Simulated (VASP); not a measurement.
A run of VASP 6.6.1 is set up as follows.

File INCAR:

```
PREC = Accurate ; ENCUT = 600
EDIFF = 1E-6 ; ISMEAR = 0
SIGMA = 0.1 ; LREAL = F
LASPH = T ; NELM = 100
ALGO = Normal ; ISIF = 3
LWAVE = F ; LCHARG = F
GGA = PE ; IBRION = 2
NSW = 90 ; EDIFFG = -0.04
```

File KPOINTS:

```
regular mesh
0
Gamma
  6 6 2
```

File POSCAR:

```
HgH3
1.0
    2.8465242300      0.0000000000      0.0000000000
   -1.4232621100      2.4651622900      0.0000000000
    0.0000000000      0.0000000000      8.9816141100
Hg H
1 3
Direct
    0.0000000000      0.0000000000      0.0000000000
    0.0000000000      0.0000000000      0.5000000000
    0.6666666700      0.3333333300      0.2557615600
    0.6666666700      0.3333333300      0.7442384400
```

Potentials or basis: VASP PAW PBE potentials, release 64 (Hg, H).

The run is started by

```bash
$ cat potpaw_PBE.64/Hg/POTCAR potpaw_PBE.64/H/POTCAR > POTCAR
$ mpirun -np 1 vasp_std > vasp.out
```

**Question.** What does it give for the space group after relaxing (to 0.05 Å)?

**Answer.** P-6m2 (No. 187).

**Question.** Predict the relaxed cell.

**Answer.** a = 3.061 Å, b = 3.061 Å, c = 4.935 Å, α = 90.00°, β = 90.00°, γ = 120.00°.

Stress tensor (GPa, compression positive):
```
 0.36  0.00  0.00
 0.00  0.36  0.00
 0.00  0.00 -0.25
```

Caveat: the k points lie up to 0.64 Å⁻¹ apart in the final cell.
